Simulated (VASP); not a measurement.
A run of VASP 6.6.1:

File INCAR:

```
SYSTEM = In4SbAs3
ALGO = Fast
EDIFF = 1E-6
EDIFFG = -0.01
ENCUT = 600
GGA = PE
IBRION = 2
ISIF = 3
ISMEAR = 0
KPAR = 4
LASPH = .True.
LCHARG = .False.
LREAL = .False.
LWAVE = .False.
NELM = 60
NSW = 100
PREC = Accurate
SIGMA = 0.1
```

File KPOINTS:

```
k-points
0
Gamma
  8 8 8
  0 0 0
```

POSCAR

```
In4SbAs3
1.0
   -3.1488357941      3.1488357941      6.2870415871
    3.1488357941     -3.1488357941      6.2870415871
    3.1488357941      3.1488357941     -6.2870415871
In Sb As
4 1 3
Direct
    0.8683610817      0.3896624334      0.0000000000
    0.3896624334      0.8683610817      0.0000000000
    0.1316389183      0.1316389183      0.5213013517
    0.6103375666      0.6103375666      0.4786986483
    0.0000000000      0.0000000000      0.0000000000
    0.7500000000      0.2500000000      0.5000000000
    0.2500000000      0.7500000000      0.5000000000
    0.5000000000      0.5000000000      0.0000000000
```

Potentials or basis: VASP PAW PBE potentials, release 64 (In_d, Sb, As).

Run with:

```console
$ cat potpaw_PBE.64/In_d/POTCAR potpaw_PBE.64/Sb/POTCAR potpaw_PBE.64/As/POTCAR > POTCAR
$ mpirun -np 4 vasp_std > vasp.out
```

Hardware: 4 MPI ranks on Oxide Virtual Turin-like Processor, with other jobs on the host.

Task: Estimate the wall time of this run.

Result: Wall time 36 min on 4 MPI ranks on Oxide Virtual Turin-like Processor, on a shared host, peak memory 1.1 GiB a rank. Counts: scf iterations 40, k points 59, ion steps 4.
